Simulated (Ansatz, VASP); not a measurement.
# Ge in VASP and in Ansatz

```
CELL_PARAMETERS angstrom
1.48805 -2.59469 0.00000
1.48805 2.59469 0.00000
0.00000 0.00000 4.72760
ATOMIC_POSITIONS crystal
Ge 0.64375 0.24933 0.15481
Ge 0.33345 0.66655 0.75000
```

Alike in both runs: task single point; functional PBEsol; dispersion D3(BJ); k mesh 18 × 18 × 10; occupations gaussian, width 0.15 eV; no spin polarisation.

|  | VASP | Ansatz |
| --- | --- | --- |
| version | VASP 6.6.1 | Ansatz 0.2.0 |
| potentials or method | VASP PAW PBE potentials, release 64 (Ge_d), cutoff 520 eV | scalar-relativistic, plane waves, PAW |
| valence electrons in the cell | 28 | 28 |

```tsv
	VASP	Ansatz	Ansatz less VASP
gap on the k mesh at the Fermi level (eV)	none	none	-
pressure (GPa)	5.5	5.5	-0.06
traceless stress, the component that is largest in VASP (GPa)	3.63	3.64	+0.012
rms of the force components (eV/Å)	1.131	1.126	-0.0054
```

VASP's potentials were made for PBE, not for PBEsol. Atom by atom the forces differ by 0.006 eV/Å (rms over components). A gap of «none» marks a metal or a gap that the smearing closes.
